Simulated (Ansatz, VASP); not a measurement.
CaB in VASP and in Ansatz

File INCAR:

```
PREC = Accurate ; ENCUT = 500
EDIFF = 1E-6 ; ISMEAR = 0
SIGMA = 0.1 ; LREAL = False
LASPH = True ; NELM = 120
ALGO = Normal ; ISIF = 2
LWAVE = False ; LCHARG = False
GGA = PE ; NBANDS = 14
GGA_COMPAT = False
```

KPOINTS

```
regular mesh
0
Gamma
  6 6 4
```

File POSCAR:

```
CaB
1.0
    3.2687377100      0.0000000000      0.0000000000
   -1.6343688600      2.8308099000      0.0000000000
    0.0000000000      0.0000000000      5.3378486900
Ca B
1 1
Direct
    0.6666666700      0.3333333300      0.5000000000
    0.3333333300      0.6666666700      0.0000000000
```

Input for Ansatz:

```yaml
crystal:
  lattice:
    - [3.26873771, 0.0, 0.0]
    - [-1.63436886, 2.8308099, 0.0]
    - [0.0, 0.0, 5.33784869]
  atoms:
    - { symbol: Ca, position: [0.66666667, 0.33333333, 0.5] }
    - { symbol: B, position: [0.33333333, 0.66666667, 0.0] }
basis:
  ecutwfc: 420
kpoints:
  mp_grid: { grid: [6, 6, 4] }
hamiltonian:
  xc: pbe
scf:
  occupations: { method: gaussian, width: 0.1 }
  lower_state_search: "off"
output:
  forces: true
  stress: true
  eigenvalues: true
```

Alike in both runs: task single point; functional PBE; k mesh 6 × 6 × 4; occupations gaussian, width 0.1 eV; no spin polarisation.

|  | VASP | Ansatz |
| --- | --- | --- |
| version | VASP 6.6.1 | Ansatz 0.2.0 |
| potentials or method | VASP PAW PBE potentials, release 64 (Ca_sv, B), cutoff 500 eV | scalar-relativistic, plane waves, PAW |
| valence electrons in the cell | 13 | 13 |

|  | VASP | Ansatz | Ansatz less VASP |
| --- | --- | --- | --- |
| gap on the k mesh at the Fermi level (eV) | none | none | - |
| pressure (GPa) | -6.1 | -6.2 | -0.03 |
| traceless stress, the component that is largest in VASP (GPa) | -17.28 | -17.28 | +0.005 |

A gap of «none» marks a metal or a gap that the smearing closes. With one functional, cell and mesh, what is left measures potentials, basis and numerics.

The k mesh is coarse, so the values compare programs but aren't converged.
